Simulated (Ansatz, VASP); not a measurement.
## HC12 in VASP and in Ansatz

```
C H
1.0
     4.93116    0.00000    0.00000
     0.00000    4.00987    0.00000
     0.00000    0.00000   21.60142
C H
12 1
Direct
  0.25000 0.37770 0.18517
  0.75000 0.37770 0.18517
  0.00000 0.47208 0.21304
  0.50000 0.47208 0.21304
  0.00000 0.66096 0.26881
  0.50000 0.66096 0.26881
  0.25000 0.75037 0.29625
  0.75000 0.75037 0.29625
  0.25000 0.94129 0.35527
  0.75000 0.94129 0.35527
  0.00000 0.02343 0.37967
  0.50000 0.02343 0.37967
  0.08333 0.69010 0.52318
```

Alike in both runs: task single point; functional PBE; dispersion D3(BJ); k mesh 6 × 7 × 1; occupations gaussian, width 0.05 eV; collinear spin.

```csv
,VASP,Ansatz
version,VASP 6.6.1,Ansatz 0.2.0
potentials or method,"VASP PAW PBE potentials, release 64 (C, H), cutoff 520 eV","scalar-relativistic, plane waves, PAW"
valence electrons in the cell,49,49
```

```csv
,VASP,Ansatz,Ansatz less VASP
gap on the k mesh at the Fermi level (eV),0.04,0.61,+0.577
least direct gap on the mesh (eV),0.07,0.63,+0.560
rms of the force components (eV/Å),0.903,1.065,+0.1626
net moment per atom (μB),0.08,0.08,-0.001
size of the moment on the site where the two differ most (μB),0.38,0.90,+0.528
```

Site moments also hang on the region over which each program counts them. Atom by atom the forces differ by 0.282 eV/Å (rms over components).
